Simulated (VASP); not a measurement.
# Hf (P-1) in VASP: a series of runs, part 2 of 2

VASP 6.6.1. Earlier steps stand in the parts before.

## (3) Single point, PBEsol (atom 1 (Hf) moved by (-0.225, -0.450) A along [1 1 0] and z)

INCAR

```
SYSTEM = Hf
PREC = Accurate ; ENCUT = 520
EDIFF = 1E-6 ; ISMEAR = 0
SIGMA = 0.15 ; LREAL = .FALSE.
LASPH = .TRUE. ; NELM = 60
ALGO = Fast ; ISIF = 2
LWAVE = .FALSE. ; LCHARG = .FALSE.
GGA = PS ; NBANDS = 17
```

KPOINTS

```
regular mesh
0
G
  18 18 10
  0 0 0
```

POSCAR

```
Hf
1.0
    3.1966985242      0.0000000000      0.0000000000
   -1.5983492621      2.7684221302      0.0000000000
    0.0000000000      0.0000000000      5.0578000000
Hf
2
Direct
    0.2548289360      0.6091974592      0.1610285104
    0.6666666667      0.3333333333      0.7500000000
```

Potentials or basis: VASP PAW PBE potentials, release 64 (Hf_pv).

On the command line:

```console
$ cat potpaw_PBE.64/Hf_pv/POTCAR > POTCAR
$ mpirun -np 1 vasp_std > vasp.out
```

OUTCAR:

```text
SYSTEM = Hf
   PREC = Accurate
   ENCUT = 520
   EDIFF = 1E-6
   ISMEAR = 0
   LREAL = .FALSE.
   LASPH = .TRUE.
   NELM = 60
   ISIF = 2
   GGA = PS

 ion  position               nearest neighbor table
   1  0.255  0.609  0.161-   2 2.64   2 2.83   2 2.89   2 3.40   2 3.54   2 3.59
   2  0.667  0.333  0.750-   1 2.64   1 2.83   1 2.89   1 3.40   1 3.54   1 3.59

  LATTYP: Found a hexagonal cell.
 ALAT       =     3.1966985242
 C/A-ratio  =     1.5821948681

  Lattice vectors:

 A1 = (   3.1966985242,   0.0000000000,   0.0000000000)
 A2 = (  -1.5983492621,   2.7684221302,   0.0000000000)
[... 652 lines left out ...]
      5     -25.4116      2.00000
      6     -25.2545      2.00000
[... 9 lines left out ...]
     16      10.7280      0.00000
     17      11.4687      0.00000

 [... further k-points ...]
[... 5 lines left out ...]
  --------------------------------------------------------------------------------------
  -------------------------------------------------------------------------------------
  Total        0.8749464     -0.5734119      3.1255654      0.7765454      0.6144084      0.7348037
  in kB       31.3181695    -20.5249296    111.8777007     27.7959654     21.9923722     26.3018476
  external PRESSURE =      40.8903135 kB  Pullay stress =       0.0000000 kB

 VOLUME and BASIS-vectors are now :
 -----------------------------------------------------------------------------
  energy-cutoff  :      520.00
  volume of cell :       44.76
      direct lattice vectors                 reciprocal lattice vectors
     3.196698524  0.000000000  0.000000000     0.312822743  0.180608295  0.000000000
    -1.598349262  2.768422130  0.000000000     0.000000000  0.361216589  0.000000000
     0.000000000  0.000000000  5.057800000     0.000000000  0.000000000  0.197714421

 POSITION                                       TOTAL-FORCE (eV/Angst)
 -----------------------------------------------------------------------------------
     -0.15910      1.68652      0.81445         0.393961      0.354172      3.249489
      1.59835      0.92281      3.79335        -0.393961     -0.354172     -3.249489
 -----------------------------------------------------------------------------------
    total drift:                               -0.000002     -0.000003      0.000005

  FREE ENERGIE OF THE ION-ELECTRON SYSTEM (eV)
  ---------------------------------------------------
  free  energy   TOTEN  =       -20.3664097609 eV

  energy  without entropy=      -20.3489254009  energy(sigma->0) =      -20.35766758
```

OSZICAR:

```text
N       E                     dE             d eps       ncg     rms          rms(c)
DAV:   1     0.524289715930E+02    0.52429E+02   -0.11416E+04 55288   0.112E+03
DAV:   2    -0.193614463598E+02   -0.71790E+02   -0.70059E+02 70772   0.255E+02
DAV:   3    -0.213103803459E+02   -0.19489E+01   -0.19324E+01 72004   0.282E+01
DAV:   4    -0.213270766910E+02   -0.16696E-01   -0.16688E-01 70920   0.314E+00
DAV:   5    -0.213272674714E+02   -0.19078E-03   -0.19074E-03 74029   0.295E-01    0.690E+01
RMM:   6    -0.205619936953E+02    0.76527E+00   -0.97220E-01 56769   0.512E+00    0.398E+01
RMM:   7    -0.203740124032E+02    0.18798E+00   -0.10274E+00 58435   0.582E+00    0.314E+00
RMM:   8    -0.203673449379E+02    0.66675E-02   -0.10428E-01 63883   0.225E+00    0.782E-01
RMM:   9    -0.203663250918E+02    0.10198E-02   -0.16831E-02 80086   0.769E-01    0.333E-01
RMM:  10    -0.203663793355E+02   -0.54244E-04   -0.21389E-03 77402   0.256E-01    0.173E-01
RMM:  11    -0.203664139488E+02   -0.34613E-04   -0.43126E-04 78760   0.109E-01    0.102E-01
RMM:  12    -0.203664082794E+02    0.56694E-05   -0.58312E-05 72630   0.437E-02    0.288E-02
RMM:  13    -0.203664095903E+02   -0.13109E-05   -0.11859E-05 77007   0.184E-02    0.173E-02
RMM:  14    -0.203664097609E+02   -0.17059E-06   -0.14892E-06 53250   0.714E-03
   1 F= -.20366410E+02 E0= -.20357668E+02  d E =-.174844E-01
```

stdout:

```text
POSCAR found type information on POSCAR Hf
 POSCAR found :  1 types and       2 ions
 scaLAPACK will be used
 -----------------------------------------------------------------------------
|                                                                             |
|                                                                             |
|     You enforced a specific xc type in the INCAR file but a different       |
|     I HOPE YOU KNOW WHAT YOU ARE DOING!                                     |
|                                                                             |
 -----------------------------------------------------------------------------

 LDA part: xc-table for (Slater+PW92), standard interpolation
 POSCAR, INCAR and KPOINTS ok, starting setup
 FFT: planning ... GRIDC
 FFT: planning ... GRID_SOFT
 FFT: planning ... GRID
 WAVECAR not read
 entering main loop
```

Wall time 9.1 min (1 thread of Intel Xeon 6975P-C (Granite Rapids), shared host); peak memory 1 GiB.

Results:

```yaml
Free_energy: -20.3664 eV
Pressure: 4.1 GPa
Largest_force: 3.292 eV/Å
Band_gap_on_the_k_mesh: zero (bands 10 and 11 overlap by 1.26 eV)
```

Forces on the atoms (eV/Å):
```
Hf   0.394  0.354  3.249
Hf  -0.394 -0.354 -3.249
```

Stress tensor (GPa, compression positive):
```
 3.13  2.78  2.63
 2.78 -2.05  2.20
 2.63  2.20 11.19
```

Caveat: the cell differs from its parent crystal (atom 1 (Hf) moved by (-0.225, -0.450) A along [1 1 0] and z); the stress differs along the axes, from -2 to 11 GPa; the PAW data sets were made with another functional, which shifts forces and pressure a little; spin-orbit coupling is left out, which moves the levels of the heavy elements.
